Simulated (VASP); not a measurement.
Runs of VASP 6.6.1 on Ir. The structure is that of space group Fm-3m (No. 225), or close to it. The cells are those of the table. 

```tsv
cell	cutoff (eV)	gap on the mesh (eV)	pressure (GPa)
a = 2.792, b = 2.792, c = 3.948 Å, 2 atoms	520	none	(a)
a = 2.764, b = 2.730, c = 3.861 Å, 2 atoms	520	none	-1.2
a = 2.682, b = 2.682, c = 3.793 Å, 2 atoms	520	none	25.4
a = 2.792, b = 2.731, c = 3.844 Å, 2 atoms	520	none	-2.9
a = 2.682, b = 2.682, c = 3.793 Å, 2 atoms	500	none	25.4
```

Alike in all rows: task single point; level PBE; potentials or basis VASP PAW PBE potentials, release 64 (Ir); no spin polarisation; k mesh 18 × 18 × 14; smearing gaussian 0.1 eV.

**Question.** Estimate the missing entries.

**Answer.** (a) -17.4.

Caveats: spin-orbit coupling is left out, which moves the levels of the heavy elements; the cell stands under pressure (at least some runs); the cell stands under tension (at least some runs); the stress differs along the axes, from -5 to 0 GPa (at least some runs).

A k mesh can miss the band edges, and the runs leave out spin-orbit coupling on Ir.

A gap of «none» marks levels without a gap at the run's occupations.
